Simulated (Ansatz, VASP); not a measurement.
# GaN: VASP beside Ansatz

Contents of INCAR:

```
ALGO = Normal ; EDIFF = 1E-7
ENCUT = 520 ; GGA = PS
ISIF = 2 ; ISMEAR = -1
LASPH = T ; LCHARG = F
LREAL = F ; LWAVE = F
NBANDS = 16 ; NELM = 60
PREC = Accurate ; SIGMA = 0.02
```

Contents of KPOINTS:

```
k-points
0
Gamma
  13 13 13
```

Contents of POSCAR:

```
GaN
1.0
    0.0000000000      1.9925000000      1.9526500000
    1.9925000000      0.0000000000      1.9526500000
    1.9925000000      1.9925000000      0.0000000000
Ga N
1 1
Direct
    0.5000000000      0.5000000000      0.5000000000
    0.0000000000      0.0000000000      0.0000000000
```

Input for Ansatz:

```yaml
crystal:
  lattice:
    - [0.0, 1.9925, 1.95265]
    - [1.9925, 0.0, 1.95265]
    - [1.9925, 1.9925, 0.0]
  atoms:
    - { symbol: Ga, position: [0.5, 0.5, 0.5] }
    - { symbol: "N", position: [0.0, 0.0, 0.0] }
kpoints:
  mp_grid: { grid: [13, 13, 13] }
  band_path:
    path:
      - [0.0, 0.0, 0.0]
      - [0.0, 0.5, 0.5]
      - [0.25, 0.75, 0.5]
      - [0.0, 0.5, 0.0]
      - [0.0, 0.0, 0.0]
      - [0.5, 0.5, 0.0]
      - [0.3801541025, 0.6198458975, 0.0]
      - [-0.3801541025, 0.3801541025, 0.0]
      - [0.0, 0.0, 0.0]
    npoints: 5
scf:
  occupations: { method: fermi_dirac, width: 0.02 }
hamiltonian:
  xc: pbesol
  pseudopotentials: { kind: all_electron, lapw: { basis_error: 0.001 } }
output:
  forces: true
  stress: true
  eigenvalues: true
```

Change from the starting cell: zz strain of -2 %.

Alike in both runs: task single point; functional PBEsol; k mesh 13 × 13 × 13; occupations fermi-dirac, width 0.02 eV; no spin polarisation.

|  | VASP | Ansatz |
| --- | --- | --- |
| version | VASP 6.6.1 | Ansatz 0.2.0 |
| potentials or method | VASP PAW PBE potentials, release 64 (Ga_d, N), cutoff 520 eV | all-electron LAPW, scalar-relativistic |

```tsv
	VASP	Ansatz	Ansatz less VASP
gap on the k mesh at the Fermi level (eV)	1.77	1.78	+0.014
pressure (GPa)	69.7	69.0	-0.71
traceless stress, the component that is largest in VASP (GPa)	7.48	7.60	+0.120
```

VASP's potentials were made for PBE, not for PBEsol. Both programs put the cell under a high pressure, so it lies far from rest at this level. Ansatz ran all-electron here, and VASP with PAW potentials.

Noted on VASP's run: the cell as given lies far from equilibrium.
